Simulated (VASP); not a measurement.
## ZrB2: single point with PBEsol

The system is ZrB2.

```
Zr B
1.0
     3.17000    0.00000    0.00000
    -1.58500    2.74530    0.00000
     0.00000    0.00000    3.53300
Zr B
1 2
Cartesian
  0.0000 0.0000 0.0000
  0.0000 1.8302 1.7665
  1.5850 0.9151 1.7665
```

| Property | Result |
| --- | --- |
| Program | VASP 6.6.1 |
| Task | single point |
| Functional | PBEsol |
| Potentials or basis | VASP PAW PBE potentials, release 64 (Zr_sv, B) |
| Cutoff | 520 eV |
| k mesh | 10 × 10 × 8 |
| Occupations | methfessel-paxton, width 0.15 eV |
| Spin | no spin polarisation |
| Dipole correction | no |
| Further INCAR settings | ALGO = Normal; EDIFF = 1e-06; NBANDS = 16 |

- Pressure: -3.8 GPa
- Band gap on the k mesh: zero (band 9 reaches 10.99 eV, above the bottom of band 10 at 10.18 eV)

Levels at points of the mesh, in eV from the Fermi level:
| k point | band 6 | band 7 | band 8 | band 9 | band 10 | band 11 | band 12 | band 13 |
| --- | --- | --- | --- | --- | --- | --- | --- | --- |
| (0.00, 0.00, 0.00) | -2.52 | -2.52 | -2.52 | -2.22 | 3.50 | 3.50 | 4.30 | 4.30 |
| (0.50, 0.00, 0.00) | -8.34 | -3.79 | -2.93 | -2.61 | 2.36 | 2.40 | 5.05 | 5.12 |
| (0.00, 0.00, 0.50) | -6.87 | -0.83 | -0.83 | 0.42 | 0.42 | 0.87 | 0.87 | 1.93 |
| (0.50, 0.00, 0.50) | -6.85 | -4.50 | -4.04 | -1.88 | 3.84 | 4.20 | 5.42 | 6.38 |

Run time: 20 s on 1 thread of Intel Xeon 6975P-C, on a shared host, peak memory 0.17 GiB.

Caveat: the PAW data sets were made with another functional, which shifts forces and pressure a little.
